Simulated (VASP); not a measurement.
# Se in VASP: further runs, part 2 of 2

VASP 6.6.1.

**4. Single point, PBE (volume scaled by 0.960)**

The input, INCAR:

```
PREC = Accurate ; ENCUT = 520
EDIFF = 1E-7 ; ISMEAR = 0
SIGMA = 0.05 ; LREAL = F
LASPH = T ; NELM = 60
ALGO = Normal ; ISIF = 2
LWAVE = F ; LCHARG = T
GGA = PE ; LELF = T
LVHAR = T ; NBANDS = 9
```

The input, KPOINTS:

```
regular mesh
0
Gamma
  16 16 16
```

The input, POSCAR:

```
Se
1.0
    1.9745531208      1.1400087758      1.6120856293
   -1.9745531208      1.1400087758      1.6120856293
    0.0000000000     -2.2800175516      1.6120856294
Se
1
Direct
    0.0000000000      0.0000000000      0.0000000000
```

Potentials or basis: VASP PAW PBE potentials, release 64 (Se).

Command:

```bash
> cat potpaw_PBE.64/Se/POTCAR > POTCAR
> mpirun -np 1 vasp_std > vasp.out
```

OUTCAR:

```text
PREC = Accurate
   ENCUT = 520
   EDIFF = 1E-7
   ISMEAR = 0
   LREAL = F
   LASPH = T
   NELM = 60
   ISIF = 2
   GGA = PE

 ion  position               nearest neighbor table
   1  0.000  0.000  0.000-

  LATTYP: Found a trigonal (rhomboedric) cell.
 ALAT       =     2.7923646094
 COS(alpha) =    -0.0000538573

  Lattice vectors:

 A1 = (   1.9745531208,   1.1400087758,   1.6120856293)
 A2 = (  -1.9745531208,   1.1400087758,   1.6120856293)
 A3 = (   0.0000000000,  -2.2800175516,   1.6120856294)

Analysis of symmetry for initial positions (statically):
=====================================================================
 Subroutine PRICEL returns:
 Original cell was already a primitive cell.

 Routine SETGRP: Setting up the symmetry group for a
 trigonal (rhombohedral) supercell.

 Subroutine GETGRP returns: Found 12 space group operations
 (whereof 12 operations were pure point group operations)
 out of a pool of 12 trial point group operations.

The static configuration has the point symmetry D_3d.

Analysis of symmetry for dynamics (positions and initial velocities):
=====================================================================
 Subroutine PRICEL returns:
 Original cell was already a primitive cell.

 Routine SETGRP: Setting up the symmetry group for a
 trigonal (rhombohedral) supercell.

 Subroutine GETGRP returns: Found 12 space group operations
 (whereof 12 operations were pure point group operations)
 out of a pool of 12 trial point group operations.

The dynamic configuration has the point symmetry D_3d.

 Subroutine INISYM returns: Found 12 space group operations
 (whereof 12 operations are pure point group operations),
 and found     1 'primitive' translations

----------------------------------------------------------------------------------------

                                     Primitive cell

  volume of cell :      21.7729

  direct lattice vectors                    reciprocal lattice vectors
     1.974553121  1.140008776  1.612085629     0.253221853  0.146197705  0.206771481
    -1.974553121  1.140008776  1.612085629    -0.253221853  0.146197705  0.206771481
     0.000000000 -2.280017552  1.612085629     0.000000000 -0.292395410  0.206771481

  length of vectors
     2.792364609  2.792364609  2.792364609     0.358119423  0.358119423  0.358119423

  position of ions in fractional coordinates (direct lattice)
     0.000000000  0.000000000  0.000000000

  ion indices of the primitive-cell ions
   primitive index   ion index
                 1           1

----------------------------------------------------------------------------------------

 KPOINTS: regular mesh

Automatic generation of k-mesh.
 Grid dimensions read from file:
 generate k-points for:   16   16   16

 Generating k-lattice:

  Cartesian coordinates                     Fractional coordinates (reciprocal lattice)
     0.015826366  0.009137357  0.012923218     0.062500000  0.000000000  0.000000000
    -0.015826366  0.009137357  0.012923218     0.000000000  0.062500000  0.000000000
     0.000000000 -0.018274713  0.012923218     0.000000000  0.000000000  0.062500000

  Length of vectors
     0.022382464  0.022382464  0.022382464

  Shift w.r.t. Gamma in fractional coordinates (k-lattice)
     0.000000000  0.000000000  0.000000000

 Subroutine IBZKPT returns following result:
 ===========================================

 Found    417 irreducible k-points:

 Following reciprocal coordinates:
            Coordinates               Weight
  0.000000  0.000000  0.000000      1.000000
  0.062500  0.000000  0.000000      6.000000
  0.125000  0.000000  0.000000      6.000000
  0.187500  0.000000 -0.000000      6.000000
  0.250000  0.000000  0.000000      6.000000
  0.312500  0.000000 -0.000000      6.000000
[... 16 lines left out ...]
 -0.125000  0.062500  0.000000     12.000000
 -0.062500  0.062500  0.000000      6.000000
 [... further k-points ...]
   k-points           NKPTS =    417   k-points in BZ     NKDIM =    417   number of bands    NBANDS=      9
   number of dos      NEDOS =    301   number of ions     NIONS =      1
   total plane-waves  NPLWV =  13824
   dimension x,y,z NGX =    24 NGY =   24 NGZ =   24
   dimension x,y,z NGXF=    48 NGYF=   48 NGZF=   48
   ions per type =               1
   NGX,Y,Z   is equivalent  to a cutoff of  14.29, 14.29, 14.29 a.u.
   NGXF,Y,Z  is equivalent  to a cutoff of  28.58, 28.58, 28.58 a.u.
 SYSTEM =  unknown system
   PREC   = accura    normal or accurate (medium, high low for compatibility)
   ISTART =      0    job   : 0-new  1-cont  2-samecut
   ICHARG =      2    charge: 1-file 2-atom 10-const
   ISPIN  =      1    spin polarized calculation?
   LNONCOLLINEAR =      F non collinear calculations
   LSORBIT =      F    spin-orbit coupling
   LASPH  =      T    aspherical Exc in radial PAW
   ENCUT  =  520.0 eV  38.22 Ry    6.18 a.u.   5.19  5.19  5.19*2*pi/ulx,y,z
   NELM   =     60;   NELMIN=  2; NELMDL= -5     # of ELM steps
   EDIFF  = 0.1E-06   stopping-criterion for ELM
   LREAL  =      F    real-space projection
   EDIFFG = 0.1E-05   stopping-criterion for IOM
   NSW    =      0    number of steps for IOM
   IBRION =     -1    ionic relax: 0-MD 1-quasi-New 2-CG
   NFREE  =      0    steps in history (QN), initial steepest desc. (CG)
   ISIF   =      2    stress and relaxation
   ISYM   =      2    0-nonsym 1-usesym 2-fastsym
   POTIM  = 0.5000    time-step for ionic-motion
   TEBEG  =    0.0;   TEEND  =   0.0 temperature during run
   PSTRESS=    0.0 pullay stress
   NELECT =       6.0000    total number of electrons
   NUPDOWN=      -1.0000    fix difference up-down
   EMIN   =  10.00;   EMAX   =-10.00  energy-range for DOS
   EFERMI =   0.00;   METHOD = LEGACY
   ISMEAR =     0;   SIGMA  =   0.05  broadening in eV -4-tet -1-fermi 0-gaus
   EFERMI_NEDOS =   21; number of points for ismear=-14 and -15
   IALGO  =     38    algorithm
   IMIX   =      4    mixing-type and parameters
     AMIX     =   0.40;   BMIX     =  1.00
     AMIX_MAG =   1.60;   BMIX_MAG =  1.00
  volume/ion in A,a.u.               =      21.77       146.93
  Fermi-wavevector in a.u.,A,eV,Ry     =   1.065336  2.013192 15.441797  1.134940
  Thomas-Fermi vector in A             =   2.200884
   LORBIT       =      0    0 simple, 1 ext, 2 COOP (PROOUT), +10 PAW based schemes
   GGA     = PE    functional components
   LHFCALC =     F    Hartree Fock is set to
   AEXX    =    0.0000 exact exchange contribution
   IVDW    =     0    specifies the selected vdW correction
   LEPSILON=     F    determine dielectric tensor
   LRPA    =     F    only Hartree local field effects (RPA)
 non-spin polarized calculation
 Gauss-broadening in eV      SIGMA  =   0.05
  energy-cutoff  :      520.00
  volume of cell :       21.77
 maximum number of plane-waves:       624
 NGX is ok and might be reduce to    24
   NGX = 11   NGY = 11   NGZ = 11

 number of electron       6.0000000 magnetization

 Free energy of the ion-electron system (eV)
  ---------------------------------------------------
  ext. energy  EPLUGINS =         0.00000000
  ---------------------------------------------------
  free energy    TOTEN  =        -3.31967605 eV

  energy without entropy =       -3.31904218  energy(sigma->0) =       -3.31935912

 E-fermi :   5.0537     XC(G=0): -10.0851

 val. band max:        5.0288759652   @ k =  -0.1875   0.3750   0.1875
 cond. band min:       5.0548911404   @ k =   0.5000   0.1875   0.1875
 fundamental gap:      0.0260151751
 Fermi energy:         5.0536573465

 k-point     1 :       0.0000    0.0000    0.0000
  band No.  band energies     occupation
      1     -11.2203      2.00000
      2       6.6031      0.00000
      3       6.6036      0.00000
      4       6.6036      0.00000
      5      12.8530      0.00000
      6      12.8530      0.00000
      7      13.2238      0.00000
      8      27.7074      0.00000
      9      27.7077      0.00000

 k-point     2 :       0.0625    0.0000    0.0000
  band No.  band energies     occupation
      1     -11.1622      2.00000
      2       5.9444      0.00000
      3       6.6495      0.00000
      4       6.6498      0.00000
      5      12.9108      0.00000
      6      13.1339      0.00000
      7      13.7902      0.00000
      8      26.5550      0.00000
      9      26.5552      0.00000
[... 253 lines left out ...]
 k-point    24 :      -0.0625    0.0625    0.0000
  band No.  band energies     occupation
      1     -11.1040      2.00000
      2       5.9752      0.00000
      3       6.0107      0.00000
      4       6.6959      0.00000
      5      13.0743      0.00000
      6      13.7304      0.00000
      7      13.9267      0.00000
      8      25.5100      0.00000
      9      26.3326      0.00000

 [... further k-points ...]
[... 5 lines left out ...]
  --------------------------------------------------------------------------------------
  -------------------------------------------------------------------------------------
  Total        0.4314479      0.4314479      0.4316856      0.0000000     -0.0000000      0.0000000
  in kB       31.7484533     31.7484533     31.7659464      0.0000000     -0.0000000      0.0000000
  external PRESSURE =      31.7542843 kB  Pullay stress =       0.0000000 kB

 VOLUME and BASIS-vectors are now :
 -----------------------------------------------------------------------------
  energy-cutoff  :      520.00
  volume of cell :       21.77
      direct lattice vectors                 reciprocal lattice vectors
     1.974553121  1.140008776  1.612085629     0.253221853  0.146197705  0.206771481
    -1.974553121  1.140008776  1.612085629    -0.253221853  0.146197705  0.206771481
     0.000000000 -2.280017552  1.612085629     0.000000000 -0.292395410  0.206771481

 POSITION                                       TOTAL-FORCE (eV/Angst)
 -----------------------------------------------------------------------------------
      0.00000      0.00000      0.00000         0.000000      0.000000      0.000000
 -----------------------------------------------------------------------------------
    total drift:                                0.000000      0.000000     -0.000000

  FREE ENERGIE OF THE ION-ELECTRON SYSTEM (eV)
  ---------------------------------------------------
  free  energy   TOTEN  =        -3.3196760512 eV

  energy  without entropy=       -3.3190421819  energy(sigma->0) =       -3.31935912
```

stdout:

```text
POSCAR found type information on POSCAR Se
 POSCAR found :  1 types and       1 ions
 scaLAPACK will be used
 LDA part: xc-table for (Slater+PW92), standard interpolation
 POSCAR, INCAR and KPOINTS ok, starting setup
 FFT: planning ... GRIDC
 FFT: planning ... GRID_SOFT
 FFT: planning ... GRID
 WAVECAR not read
 entering main loop
```

It took 60 s on 1 thread of AMD EPYC 7R43 (Zen 3), shared host; peak memory 0.16 GiB.

Results:

```yaml
Free_energy: -3.3197 eV
Pressure: 3.2 GPa
Band_gap_on_the_k_mesh: zero (band 3 reaches 8.11 eV, above the bottom of band 4 at 1.69 eV)
```

Caveat: the cell differs from its parent crystal (volume scaled by 0.960).

**5. Single point, PBE**

This run uses another cell than the first one, of 22.68 Å³/atom, 1.087 times its volume.

The input, INCAR:

```
SYSTEM = Se
ALGO = Normal
EDIFF = 1E-6
ENCUT = 520
GGA = PE
ISIF = 2
ISMEAR = 0
LASPH = .TRUE.
LCHARG = .FALSE.
LREAL = .FALSE.
LWAVE = .FALSE.
NBANDS = 9
NELM = 60
PREC = Accurate
SIGMA = 0.05
```

The input, KPOINTS:

```
k-points
0
G
  16 16 16
  0 0 0
```

The input, POSCAR:

```
Se
1.0
    2.0016051553      1.1556272752      1.6341717386
   -2.0016051553      1.1556272752      1.6341717386
    0.0000000000     -2.3112545504      1.6341717387
Se
1
Direct
    0.0000000000      0.0000000000      0.0000000000
```

Command:

```bash
> cat potpaw_PBE.64/Se/POTCAR > POTCAR
> mpirun -np 1 vasp_std > vasp.out
```

It took 62 s on 1 thread of AMD EPYC 7R43 (Zen 3), shared host; peak memory 0.16 GiB.

Results (log left out):

```yaml
Free_energy: -3.3284 eV
Pressure: 0.0 GPa
Band_gap_on_the_k_mesh: zero (band 3 reaches 7.44 eV, above the bottom of band 4 at 1.35 eV)
```

Levels at points of the mesh, in eV from the Fermi level:
| k point | band 1 | band 2 | band 3 | band 4 | band 5 | band 6 | band 7 |
| --- | --- | --- | --- | --- | --- | --- | --- |
| (0.00, 0.00, 0.00) | -15.91 | 1.48 | 1.48 | 1.48 | 7.87 | 7.87 | 7.94 |
| (0.50, 0.00, 0.00) | -13.86 | -6.81 | 2.88 | 2.88 | 10.01 | 11.61 | 12.62 |
| (0.50, 0.50, 0.00) | -11.83 | -4.90 | -4.90 | 3.07 | 4.15 | 13.44 | 15.81 |
| (0.50, 0.50, 0.50) | -9.75 | -3.21 | -3.21 | -3.21 | 5.97 | 5.97 | 5.97 |

**6. The runs side by side**

```csv
cell,k mesh,gap on the mesh (eV),pressure (GPa)
"a = 2.753 Å, 1 atom",16 × 16 × 16,none,7.1
"a = 2.489 Å, 1 atom",18 × 18 × 18,none,64.3
"a = 2.792 Å, 1 atom",16 × 16 × 16,none,3.2
"a = 2.831 Å, 1 atom",16 × 16 × 16,none,0.0
```

Alike in all rows: task single point; level PBE; potentials or basis VASP PAW PBE potentials, release 64 (Se); no spin polarisation; cutoff (eV) 520; smearing gaussian 0.05 eV.

Absolute energies hang on the potentials; compare differences alone.
